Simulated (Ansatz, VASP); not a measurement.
# Al in VASP and in Ansatz

Contents of INCAR:

```
ALGO = Fast ; EDIFF = 1E-6
ENCUT = 520 ; GGA = PS
ISIF = 2 ; ISMEAR = 0
IVDW = 12 ; LASPH = True
LCHARG = True ; LELF = True
LREAL = False ; LVHAR = True
LWAVE = False ; NBANDS = 14
NELM = 60 ; PREC = Accurate
SIGMA = 0.15
```

File KPOINTS:

```
k-points
0
Gamma
  18 18 6
```

Contents of POSCAR:

```
Al
1.0
    2.6047000000      0.0000000000      0.0000000000
   -1.3023500000      2.2557363693      0.0000000000
    0.0000000000      0.0000000000      9.8538000000
Al
4
Direct
    0.0000000000      0.0000000000      0.0000000000
    0.3333333333      0.6666666667      0.2500000000
    0.0000000000      0.0000000000      0.5000000000
    0.6666666667      0.3333333333      0.7500000000
```

Input for Ansatz:

```yaml
crystal:
  lattice:
    - [2.6047, 0.0, 0.0]
    - [-1.30235, 2.2557363693, 0.0]
    - [0.0, 0.0, 9.8538]
  atoms:
    - { symbol: Al, position: [0.0, 0.0, 0.0] }
    - { symbol: Al, position: [0.3333333333, 0.6666666667, 0.25] }
    - { symbol: Al, position: [0.0, 0.0, 0.5] }
    - { symbol: Al, position: [0.6666666667, 0.3333333333, 0.75] }
basis:
  ecutwfc: 420
kpoints:
  mp_grid: { grid: [18, 18, 6] }
hamiltonian:
  xc: pbesol
  pseudopotentials: { kind: paw, azcp: { folder: soft_1 } }
  dispersion: d3bj
scf:
  occupations: { method: gaussian, width: 0.15 }
output:
  forces: true
  stress: true
  eigenvalues: true
```

Alike in both runs: task single point; functional PBEsol; dispersion D3(BJ); k mesh 18 × 18 × 6; occupations gaussian, width 0.15 eV; no spin polarisation.

|  | VASP | Ansatz |
| --- | --- | --- |
| version | VASP 6.6.1 | Ansatz 0.2.0 |
| potentials or method | VASP PAW PBE potentials, release 64 (Al), cutoff 520 eV | scalar-relativistic, plane waves, PAW |
| valence electrons in the cell | 12 | 12 |

Ansatz gave:

* gap on the k mesh at the Fermi level (eV): none
* pressure (GPa): 11.4
* traceless stress, the component that is largest in VASP (GPa): -14.21

Problem. What did VASP give for the same quantities?

Solution. gap on the k mesh at the Fermi level (eV): none; pressure (GPa): 11.6; traceless stress, the component that is largest in VASP (GPa): -14.31.

VASP's potentials were made for PBE, not for PBEsol, and Ansatz warns of the same on its side. A gap of «none» marks a metal or a gap that the smearing closes.
